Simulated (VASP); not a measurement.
TiPt3, 4 atoms in the cell. It takes space group Pm-3m (No. 221, cubic). The conventional cell has a = 3.817 Å, b = 3.817 Å, c = 3.817 Å, α = 90.00°, β = 90.00°, γ = 90.00°. Within 3.6 Å of Ti (site symmetry m-3m) lie 12 Pt at 2.70 Å. Within 3.6 Å of Pt (site symmetry 4/mmm) lie 4 Ti at 2.70 Å and 8 Pt at 2.70 Å.  This cell differs from its parent crystal: volume scaled by 0.94.

| Item | Value |
| --- | --- |
| Program | VASP 6.6.1 |
| Task | single point |
| Functional | PBEsol |
| Potentials or basis | VASP PAW PBE potentials, release 64 (Ti_sv, Pt) |
| Cutoff | 520 eV |
| k mesh | 9 × 9 × 9 |
| Occupations | fermi-dirac, width 0.05 eV |
| Spin | no spin polarisation |
| Dipole correction | no |
| Further INCAR settings | ALGO = Normal; EDIFF = 1e-06; NBANDS = 29 |

Potentials or basis: VASP PAW PBE potentials, release 64 (Ti_sv, Pt).

Command:

```console
$ cat potpaw_PBE.64/Ti_sv/POTCAR potpaw_PBE.64/Pt/POTCAR > POTCAR
$ mpirun -np 1 vasp_std > vasp.out
```

Hardware: 1 thread of Intel(R) Xeon(R) Platinum 8559C (Emerald Rapids), with other jobs on the host.

How long does it take, and how much memory?

Run time: 29 s on 1 thread of Intel(R) Xeon(R) Platinum 8559C (Emerald Rapids), on a shared host, peak memory 0.19 GiB. Counts: scf iterations 15, k points 35.
